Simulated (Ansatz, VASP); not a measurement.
**LiC18 in VASP and in Ansatz**

```
C Li
1.0
     7.39800    0.00000    0.00000
    -3.69900    6.40686    0.00000
     0.00000    0.00000   12.00000
C Li
18 1
Cartesian
  0.0226 0.0581 1.0254
  1.2555 0.7700 1.0254
  -1.2104 2.1866 1.0136
  0.0287 2.9020 1.0137
  -2.4496 4.3329 1.0137
  -1.2104 5.0483 1.0137
  2.4886 0.0644 1.0261
  3.7216 0.7700 1.0254
  1.2610 2.1906 1.0260
  2.4886 2.9057 1.0254
  0.0287 4.3329 1.0137
  1.2610 5.0444 1.0261
  4.9545 0.0581 1.0254
  6.1876 0.7637 1.0260
  3.7161 2.1906 1.0260
  4.9484 2.9020 1.0136
  2.4886 4.3293 1.0254
  3.7162 5.0444 1.0260
  -1.2105 3.6173 2.6395
```

Alike in both runs: functional LDA; k mesh 2 × 2 × 1; occupations fermi-dirac, width 0.05 eV; collinear spin.

Ansatz relaxed the structure, and its values are those at the end. VASP's run is a single point on that final structure, the one shown.

|  | VASP | Ansatz |
| --- | --- | --- |
| version | VASP 6.6.1 | Ansatz 0.2.0 |
| potentials or method | VASP PAW LDA potentials, release 64 (C, Li_sv), cutoff 520 eV | scalar-relativistic, plane waves, PAW |
| valence electrons in the cell | 75 | 75 |

VASP gave:

* rms of the force components (eV/Å): 0.004
* net moment per atom (μB): 0.00

Estimate Ansatz's values.

rms of the force components (eV/Å): 0.000; net moment per atom (μB): 0.00.

LDA's correlation is that of Perdew and Zunger in VASP and of Perdew and Wang (1992) in Ansatz. Ansatz's warnings: filled band counts differ across k points, seeded moment not kept.

The k mesh is coarse, so the values compare programs but aren't converged. Noted on VASP's run: the cutoff is under 1.25 times that of the potentials, so the pressure is a little rough.
